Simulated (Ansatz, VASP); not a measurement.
AlGaC4N4 in VASP and in Ansatz

```
Al Ga C N
1.0
     4.08362   -5.40496    0.00000
     4.08362    5.40496    0.00000
     0.00000    0.00000    3.14761
Al Ga C N
1 1 4 4
Direct
  0.00000 0.00000 0.00000
  0.50000 0.50000 0.00000
  0.19295 0.80705 0.00000
  0.80705 0.19295 0.00000
  0.18335 0.18335 0.50000
  0.81665 0.81665 0.50000
  0.30062 0.69938 0.00000
  0.69938 0.30062 0.00000
  0.33240 0.33240 0.50000
  0.66760 0.66760 0.50000
```

Alike in both runs: task relaxation of cell and atoms; functional PBE; k mesh 4 × 4 × 6; occupations gaussian, width 0.1 eV; no spin polarisation.

|  | VASP | Ansatz |
| --- | --- | --- |
| version | VASP 6.6.1 | Ansatz 0.2.0 |
| potentials or method | VASP PAW PBE potentials, release 64 (Al, Ga_d, C, N), cutoff 600 eV | scalar-relativistic, plane waves, PAW |
| valence electrons in the cell | 52 | 52 |

VASP gave:

```
gap on the k mesh at the Fermi level, each at its own relaxed structure (eV) : none
relaxed volume (Å³/atom)                                                     : 13.69
relaxed cell length with the largest relative difference (Å)                 : 3.093
```

Estimate Ansatz's values.

gap on the k mesh at the Fermi level, each at its own relaxed structure (eV): none; relaxed volume (Å³/atom): 13.71; relaxed cell length with the largest relative difference (Å): 3.099.

A gap of «none» marks a metal or a gap that the smearing closes.

Noted on VASP's run: the standard files for N, O and F lose accuracy on very short bonds.
